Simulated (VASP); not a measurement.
A run of VASP 6.6.1 is set up as follows.

Contents of INCAR:

```
PREC = Accurate
ENCUT = 520
EDIFF = 1E-6
ISMEAR = 0
SIGMA = 0.05
LREAL = False
LASPH = True
NELM = 60
ALGO = Normal
ISIF = 2
LWAVE = False
LCHARG = False
NBANDS = 35
```

File KPOINTS:

```
Automatic mesh
0
Gamma
  6 6 8
```

File POSCAR:

```
SnO2
1.0
    4.7212714761      0.0000000000      0.0000000000
    0.0000000000      4.7242464798      0.0000000000
    0.0000000000      0.0000000000      3.1421691089
Sn O
2 4
Direct
    0.5000000000      0.5000000000      0.5000000000
    0.0000000000      0.0000000000      0.0000000000
    0.3055669685      0.3065721192      0.0000000000
    0.8055669685      0.1934278808      0.5000000000
    0.1944330315      0.8065721192      0.5000000000
    0.6944330315      0.6934278808      0.0000000000
```

Potentials or basis: VASP PAW LDA potentials, release 64 (Sn_d, O).

Run with:

```console
$ cat potpaw_LDA.64/Sn_d/POTCAR potpaw_LDA.64/O/POTCAR > POTCAR
$ mpirun -np 1 vasp_std > vasp.out
```

Q: What does it give for the band gap on the k mesh?

A: 1.42 eV.

Q: Estimate the largest force.

A: 0.152 eV/Å.

Q: Estimate the pressure.

A: 5.2 GPa.

Stress tensor (GPa, compression positive):
```
3.48 0.00 0.00
0.00 3.47 0.00
0.00 0.00 8.73
```

Caveat: the cell differs from its parent crystal (strain +0.000 along x and y, -0.015 along z); the cell stands under pressure; spin-orbit coupling is left out, which moves the levels of the heavy elements.
